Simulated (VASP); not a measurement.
Wanted: the native input for a VASP 6.6.1 run.

```yaml
Task: single point
Functional: HSE06
Potentials_or_basis: VASP PAW PBE potentials, release 64 (Ba_sv, Ti_sv, O)
Cutoff: 520 eV
k_mesh: 4 × 4 × 4
Occupations: gaussian, width 0.01 eV
Spin: no spin polarisation
Dipole_correction: no
Grid_for_exact_exchange_PRECFOCK: Fast
Further_INCAR_settings: ALGO = Normal; EDIFF = 1e-07; NBANDS = 28
Screening_parameter: 0.2079 1/Å
```

BaTiO3:

```xyz
5
Lattice="2.8400 1.6397 2.3314 -2.8400 1.6397 2.3314 0.0000 -3.2793 2.3314" Properties=species:S:1:pos:R:3 pbc="T T T"
Ba    0.0000    0.0000   -0.0224
Ti    0.0000    0.0000    3.3805
O     0.0000    1.6082    2.4224
O    -1.3928   -0.8041    2.4224
O     1.3928   -0.8041    2.4224
```

These files were run (other wordings do the same):

POSCAR

```
BaTiO3
1.0
    2.8399983119      1.6396737899      2.3313532713
   -2.8399983119      1.6396737899      2.3313532713
    0.0000000000     -3.2793475798      2.3313532713
Ba Ti O
1 1 3
Direct
   -0.0032057836     -0.0032057836     -0.0032057836
    0.4833346622      0.4833346622      0.4833346622
    0.5098255459      0.5098255459      0.0194200296
    0.0194200296      0.5098255459      0.5098255459
    0.5098255459      0.0194200296      0.5098255459
```

INCAR.step1

```
PREC     = Accurate       # precision mode
ENCUT    = 520            # plane-wave cutoff, eV
EDIFF    = 1E-5           # SCF threshold, eV
ISMEAR   = 0              # smearing method
SIGMA    = 0.01           # smearing width, eV
LREAL    = F              # projectors in reciprocal space
LASPH    = T              # aspherical terms in the spheres
NELM     = 80             # most SCF steps
ALGO     = Normal         # electronic algorithm
ISIF     = 2              # what is computed and relaxed
LWAVE    = T              # write WAVECAR
GGA      = PE             # functional
NBANDS   = 28             # bands
```

INCAR.step2

```
PREC     = Accurate       # precision mode
ENCUT    = 520            # plane-wave cutoff, eV
EDIFF    = 1E-7           # SCF threshold, eV
ISMEAR   = 0              # smearing method
SIGMA    = 0.01           # smearing width, eV
LREAL    = F              # projectors in reciprocal space
LASPH    = T              # aspherical terms in the spheres
NELM     = 80             # most SCF steps
ALGO     = Normal         # electronic algorithm
ISIF     = 2              # what is computed and relaxed
LWAVE    = F              # write WAVECAR
LCHARG   = T              # write CHGCAR
GGA      = PE             # functional
LHFCALC  = T              # exact exchange
HFSCREEN = 0.2079         # screening, 1/A
PRECFOCK = Fast         
LELF     = T              # ELF
LVHAR    = T            
ISTART   = 1            
NBANDS   = 28             # bands
```

KPOINTS

```
regular mesh
0
Gamma
  4 4 4
```

Potentials or basis: VASP PAW PBE potentials, release 64 (Ba_sv, Ti_sv, O).

Run with:

```console
$ cat potpaw_PBE.64/Ba_sv/POTCAR potpaw_PBE.64/Ti_sv/POTCAR potpaw_PBE.64/O/POTCAR > POTCAR
$ cp INCAR.step1 INCAR
$ mpirun -np 1 vasp_std > vasp.out
$ cp INCAR.step2 INCAR
$ mpirun -np 1 vasp_std > vasp.out
```

Results of the run:

```
Pressure               : -0.4 GPa
Largest force          : 0.206 eV/Å
Band gap on the k mesh : 3.91 eV, indirect (least direct gap 4.36 eV)
```

Caveat: the PAW data sets were made with another functional, which shifts forces and pressure a little; spin-orbit coupling is left out, which moves the levels of the heavy elements.

It took 24 min on 1 thread of Intel(R) Xeon(R) Platinum 8259CL CPU @ 2.50GHz (Skylake/Cascade Lake) (shared host), peak memory 0.29 GiB.
